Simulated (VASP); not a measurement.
**Au: single point with PBE+D3(BJ)**

The system is Au, a slab with vacuum.

```
Au
1.0
     2.90141    0.00000    0.00000
    -1.45070    2.51269    0.00000
     0.00000    0.00000   24.10697
Au
4
Cartesian
  1.4507 0.8376 8.5000
  0.0000 1.6751 10.8690
  0.0000 0.0000 13.2148
  1.4507 0.8376 15.6139
```

```json
{"Program": "VASP 6.6.1", "Task": "single point", "Functional": "PBE", "Dispersion": "D3(BJ)", "Potentials or basis": "VASP PAW PBE potentials, release 64 (Au)", "Cutoff": "520 eV", "k mesh": "12 × 12 × 1", "Occupations": "gaussian, width 0.1 eV", "Spin": "no spin polarisation"}
```

| Item | Value |
| --- | --- |
| Largest force | 0.105 eV/Å |
| Band gap on the k mesh | zero (band 22 reaches 3.38 eV, above the bottom of band 23 at -1.48 eV) |
| Dispersion energy per atom | -0.497 eV |

Forces in eV/Å, atoms in the order of the input:
```
Au   0.000  0.000 -0.102
Au   0.000  0.000  0.105
Au   0.000  0.000  0.003
Au   0.000  0.000 -0.005
```

Levels at points of the mesh, in eV from the Fermi level:
```csv
k point,band 19,band 20,band 21,band 22,band 23,band 24,band 25,band 26
"(0.00, 0.00, 0.00)",-2.84,-2.36,-2.36,-2.00,-2.00,-1.23,0.15,4.50
"(0.50, 0.00, 0.00)",-1.59,-1.56,-0.02,0.94,1.33,1.36,3.45,3.83
```

It took 70 s on 1 thread of Intel(R) Xeon(R) 6975P-C (Granite Rapids), on a shared host, peak memory 0.33 GiB.

Caveat: spin-orbit coupling is left out, which moves the levels of the heavy elements.
